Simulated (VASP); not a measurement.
Wanted: the native input for a VASP 6.6.1 run.

* Task: single point
* Functional: PBE
* Potentials or basis: VASP PAW PBE potentials, release 64 (Co)
* Cutoff: 520 eV
* k mesh: 12 × 12 × 12
* Occupations: fermi-dirac, width 0.05 eV
* Spin: collinear spin, ferromagnetic start
* Starting moments: [2.0, 2.0] μB
* Dipole correction: no
* Further INCAR settings: ALGO = Normal; EDIFF = 1e-07; NBANDS = 20

The structure of Co lies in POSCAR:

```
Co
1.0
    2.8046400000      0.0000000000      0.0000000000
    0.0000000000      2.8046400000      0.0000000000
    0.0000000000      0.0000000000      2.8046400000
Co
2
Direct
    0.0000000000      0.0000000000      0.0000000000
    0.5000000000      0.5000000000      0.5000000000
```

One way to write it, as run:

INCAR

```
PREC = Accurate ; ENCUT = 520
EDIFF = 1E-7 ; ISMEAR = -1
SIGMA = 0.05 ; LREAL = False
LASPH = True ; NELM = 150
ALGO = Normal ; ISIF = 2
LWAVE = False ; LCHARG = False
ISPIN = 2 ; MAGMOM = 2 2
LORBIT = 11 ; LMAXMIX = 4
GGA = PE ; NBANDS = 20
```

KPOINTS

```
Automatic mesh
0
Gamma
  12 12 12
```

Potentials or basis: VASP PAW PBE potentials, release 64 (Co).

Run with:

```sh
$ cat potpaw_PBE.64/Co/POTCAR > POTCAR
$ mpirun -np 1 vasp_std > vasp.out
```

It gave:

| Item | Value |
| --- | --- |
| Pressure | 0.6 GPa |
| Net moment | 3.50 μB per cell |
| Site moments | Co +1.77 μB |
| Valence electrons inside the program's atomic spheres | Co 8.23 |

It took 2.3 min on 1 thread of Intel Xeon 8259CL, with other jobs on the host, peak memory 0.18 GiB.
